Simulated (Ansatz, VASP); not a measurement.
## One calculation of TaAs, two programs

Contents of INCAR:

```
SYSTEM = TaAs
PREC = Accurate ; ENCUT = 500
EDIFF = 1E-6 ; ISMEAR = 0
SIGMA = 0.05 ; LREAL = .FALSE.
LASPH = .TRUE. ; NELM = 120
ALGO = Normal ; ISIF = 2
LWAVE = .FALSE. ; LCHARG = .FALSE.
GGA = PE ; NBANDS = 24
GGA_COMPAT = .FALSE.
```

Contents of KPOINTS:

```
Automatic mesh
0
G
  16 16 16
  0 0 0
```

The input POSCAR:

```
TaAs
1.0
   -1.7218133600      1.7218133600      5.8679415400
    1.7218133600     -1.7218133600      5.8679415400
    1.7218133600      1.7218133600     -5.8679415400
Ta As
2 2
Direct
    0.2499673000      0.7499673000      0.5000000000
    0.4999673000      0.4999673000      0.0000000000
    0.8326321200      0.3326321200      0.5000000000
    0.0826321200      0.0826321200      0.0000000000
```

Input for Ansatz:

```yaml
crystal:
  lattice:
    - [-1.72181336, 1.72181336, 5.86794154]
    - [1.72181336, -1.72181336, 5.86794154]
    - [1.72181336, 1.72181336, -5.86794154]
  atoms:
    - { symbol: Ta, position: [0.2499673, 0.7499673, 0.5] }
    - { symbol: Ta, position: [0.4999673, 0.4999673, 0.0] }
    - { symbol: As, position: [0.83263212, 0.33263212, 0.5] }
    - { symbol: As, position: [0.08263212, 0.08263212, 0.0] }
basis:
  ecutwfc: 420
kpoints:
  mp_grid: { grid: [16, 16, 16] }
hamiltonian:
  xc: pbe
scf:
  occupations: { method: gaussian, width: 0.05 }
output:
  forces: true
  eigenvalues: true
  eigenstates:
    nscf_kmesh: { grid: [24, 24, 24] }
    top_band: c6
    de_dk: true
    localisation: true
  stress: true
checkpoint:
  write: ck
  compress: false
  write_wavefunctions: false
  write_every: 100000
```

Alike in both runs: task single point; functional PBE; k mesh 16 × 16 × 16; occupations gaussian, width 0.05 eV; no spin polarisation.

|  | VASP | Ansatz |
| --- | --- | --- |
| version | VASP 6.6.1 | Ansatz 0.2.0 |
| potentials or method | VASP PAW PBE potentials, release 64 (Ta_pv, As), cutoff 500 eV | scalar-relativistic, plane waves, PAW |
| valence electrons in the cell | 32 | 56 |

Ansatz gave:

```
pressure (GPa)                                                : 2.1
traceless stress, the component that is largest in VASP (GPa) : -0.71
rms of the force components (eV/Å)                            : 0.013
```

**Question.** Estimate VASP's values.

**Answer.** Pressure (GPa): 2.6; traceless stress, the component that is largest in VASP (GPa): -0.78; rms of the force components (eV/Å): 0.014.

Atom by atom the forces differ by 0.001 eV/Å (rms over components). VASP's potentials hold 32 valence electrons a cell and Ansatz's 56, so a difference there can come from the potentials and not from the codes.

Neither program's run includes spin-orbit coupling.
